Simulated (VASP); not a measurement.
**Si2Te4S: single point with PBE**

Si2Te4S:

```
CELL_PARAMETERS angstrom
3.85393 0.00000 0.00000
-1.92697 3.33760 0.00000
0.00000 0.00000 14.29677
ATOMIC_POSITIONS crystal
Si 0.00000 0.00000 0.26265
Si 0.00000 0.00000 0.73735
Te 0.66667 0.33333 0.37164
Te 0.33333 0.66667 0.13385
Te 0.66667 0.33333 0.86615
Te 0.33333 0.66667 0.62836
S 0.00000 0.00000 0.00000
```

- Program: VASP 6.6.1
- Task: single point
- Functional: PBE
- Potentials or basis: VASP PAW PBE potentials, release 64 (Si, Te, S)
- Cutoff: 520 eV
- k mesh: 6 × 6 × 2
- Occupations: gaussian, width 0.2 eV
- Spin: no spin polarisation

The pressure is 0.0 GPa, the largest force is 0.061 eV/Å and the band gap on the k mesh is zero (band 19 reaches 6.95 eV, above the bottom of band 20 at 6.31 eV).

Forces in eV/Å, atoms in the order of the input:
```
Si   0.000  0.000  0.016
Si   0.000  0.000 -0.016
Te   0.000  0.000  0.003
Te   0.000  0.000 -0.061
Te   0.000  0.000  0.061
Te   0.000  0.000 -0.003
S    0.000  0.000  0.000
```

Stress tensor (GPa, compression positive):
```
-0.09  0.00  0.00
 0.00 -0.09  0.00
 0.00  0.00  0.04
```

Levels at points of the mesh, in eV from the Fermi level:
```
           k point  band 17  band 18  band 19  band 20  band 21  band 22
(0.00, 0.00, 0.00)    -0.63    -0.30     0.12     0.12     0.68     1.58
(0.50, 0.00, 0.00)    -1.99    -1.14    -0.67     0.00     0.07     0.38
(0.00, 0.00, 0.50)    -0.61    -0.61     0.11     0.11     1.23     1.27
(0.50, 0.00, 0.50)    -1.72    -1.22    -1.08    -0.31     0.15     0.59
```

It took 46 s on 1 thread of Intel(R) Xeon(R) 6975P-C (Granite Rapids) (shared host), peak memory 0.32 GiB.

Caveat: spin-orbit coupling is left out, which moves the levels of the heavy elements; this functional lacks dispersion, which binds the layers, so the pressure and a relaxed spacing across them are unreliable.
